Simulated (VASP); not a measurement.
Here is a VASP 6.6.1 calculation.

The input INCAR:

```
SYSTEM = Al
ALGO = Fast
EDIFF = 1E-6
ENCUT = 520
GGA = PE
ISIF = 2
ISMEAR = 0
LASPH = .TRUE.
LCHARG = .FALSE.
LREAL = .FALSE.
LWAVE = .FALSE.
NBANDS = 8
NELM = 100
PREC = Accurate
SIGMA = 0.15
```

KPOINTS

```
k-points
0
G
  22 22 22
  0 0 0
```

The input POSCAR:

```
Al
1.0
   -1.6729088239      1.6729088239      1.5524593886
    1.6729088239     -1.6729088239      1.5524593886
    1.6729088239      1.6729088239     -1.5524593886
Al
1
Direct
    0.0000000000      0.0000000000      0.0000000000
```

Potentials or basis: VASP PAW PBE potentials, release 64 (Al).

Launch:

```console
$ cat potpaw_PBE.64/Al/POTCAR > POTCAR
$ mpirun -np 1 vasp_std > vasp.out
```

Estimate the pressure.

-1.8 GPa.

Stress tensor (GPa, compression positive):
```
-1.18  0.00  0.00
 0.00 -1.18  0.00
 0.00  0.00 -3.02
```
